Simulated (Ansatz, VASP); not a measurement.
# TiSi: VASP beside Ansatz

File INCAR:

```
PREC     = Accurate       # precision mode
ENCUT    = 520            # plane-wave cutoff, eV
EDIFF    = 1E-6           # SCF threshold, eV
ISMEAR   = 0              # smearing method
SIGMA    = 0.15           # smearing width, eV
LREAL    = False          # projectors in reciprocal space
LASPH    = True           # aspherical terms in the spheres
NELM     = 80             # most SCF steps
ALGO     = Normal         # electronic algorithm
ISIF     = 2              # what is computed and relaxed
LWAVE    = False          # write WAVECAR
LCHARG   = False          # write CHGCAR
GGA      = PS             # functional
NBANDS   = 15             # bands
```

File KPOINTS:

```
Automatic mesh
0
Gamma
  20 20 14
```

Contents of POSCAR:

```
TiSi
1.0
    1.9172795294     -2.2355061817      0.0000000000
    1.9172795294      2.2355061817      0.0000000000
    0.0000000000      0.0000000000      3.4133350756
Ti Si
1 1
Direct
    0.5000000000      0.5000000000      0.0000000000
    0.0000000000      0.0000000000      0.5000000000
```

Input for Ansatz:

```yaml
crystal:
  lattice:
    - [1.9172795294, -2.2355061817, 0.0]
    - [1.9172795294, 2.2355061817, 0.0]
    - [0.0, 0.0, 3.4133350756]
  atoms:
    - { symbol: Ti, position: [0.5, 0.5, 0.0] }
    - { symbol: Si, position: [0.0, 0.0, 0.5] }
basis:
  ecutwfc: 420
kpoints:
  mp_grid: { grid: [20, 20, 14] }
hamiltonian:
  xc: pbesol
scf:
  occupations: { method: gaussian, width: 0.15 }
output:
  forces: true
  stress: true
  eigenvalues: true
```

Alike in both runs: task single point; functional PBEsol; k mesh 20 × 20 × 14; occupations gaussian, width 0.15 eV; no spin polarisation.

|  | VASP | Ansatz |
| --- | --- | --- |
| version | VASP 6.6.1 | Ansatz 0.2.0 |
| potentials or method | VASP PAW PBE potentials, release 64 (Ti_sv, Si), cutoff 520 eV | scalar-relativistic, plane waves, PAW |
| valence electrons in the cell | 16 | 16 |

```csv
,VASP,Ansatz,Ansatz less VASP
gap on the k mesh at the Fermi level (eV),none,none,-
pressure (GPa),-0.7,-0.7,+0.02
"traceless stress, the component that is largest in VASP (GPa)",8.12,8.10,-0.024
```

VASP's potentials were made for PBE, not for PBEsol. A gap of «none» marks a metal or a gap that the smearing closes.
